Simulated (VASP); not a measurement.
Write the native input for VASP 6.6.1 that does the following.

```
Task                   : relaxation of cell and atoms
Functional             : PBE
Potentials or basis    : VASP PAW PBE potentials, release 64 (Cd, Te)
Cutoff                 : 600 eV
k mesh                 : 10 × 10 × 10
Occupations            : gaussian, width 0.02 eV
Spin                   : no spin polarisation
Target pressure        : 10 GPa
Dipole correction      : no
Further INCAR settings : ALGO = Normal; EDIFF = 1e-07; IBRION = 2; EDIFFG = -0.008; NSW = 70; ISIF = 3
```

The structure of CdTe lies in POSCAR:

```
CdTe
1.0
    0.0000000000      3.1065788216      3.1065788216
    3.1065788216      0.0000000000      3.1065788216
    3.1065788216      3.1065788216      0.0000000000
Cd Te
1 1
Direct
    0.0000000000      0.0000000000      0.0000000000
    0.2500000000      0.2500000000      0.2500000000
```

One way to write it, as run:

INCAR

```
SYSTEM = CdTe
PREC = Accurate ; ENCUT = 600
EDIFF = 1E-7 ; ISMEAR = 0
SIGMA = 0.02 ; LREAL = .False.
LASPH = .True. ; NELM = 60
ALGO = Normal ; ISIF = 3
LWAVE = .False. ; LCHARG = .False.
GGA = PE ; IBRION = 2
NSW = 70 ; EDIFFG = -0.008
PSTRESS = 100.0
```

KPOINTS

```
Automatic mesh
0
Gamma
  10 10 10
  0 0 0
```

Potentials or basis: VASP PAW PBE potentials, release 64 (Cd, Te).

Command:

```sh
$ cat potpaw_PBE.64/Cd/POTCAR potpaw_PBE.64/Te/POTCAR > POTCAR
$ mpirun -np 1 vasp_std > vasp.out
```

It gave:

```yaml
Relaxed_volume: 30.22 Å³/atom
Relaxed_cell: a = 4.405 Å, b = 4.405 Å, c = 4.405 Å, α = 60.00°, β = 60.00°, γ = 60.00°
Space_group_after_relaxing_to_0.1_Å: F-43m (No. 216)
Energy_change_on_relaxing_the_run_minimises_the_enthalpy: -15.5 meV/atom
Ionic_steps: 3
Pressure_after_relaxing: 10.0 GPa
Band_gap_on_the_k_mesh: 1.14 eV
```

Caveat: the cell is relaxed towards a set pressure, so the run minimises the enthalpy, not the energy; spin-orbit coupling is left out, which moves the levels of the heavy elements.

Wall time 54 s on 1 thread of Intel(R) Xeon(R) 6975P-C (Granite Rapids), on a shared host, peak memory 0.23 GiB.
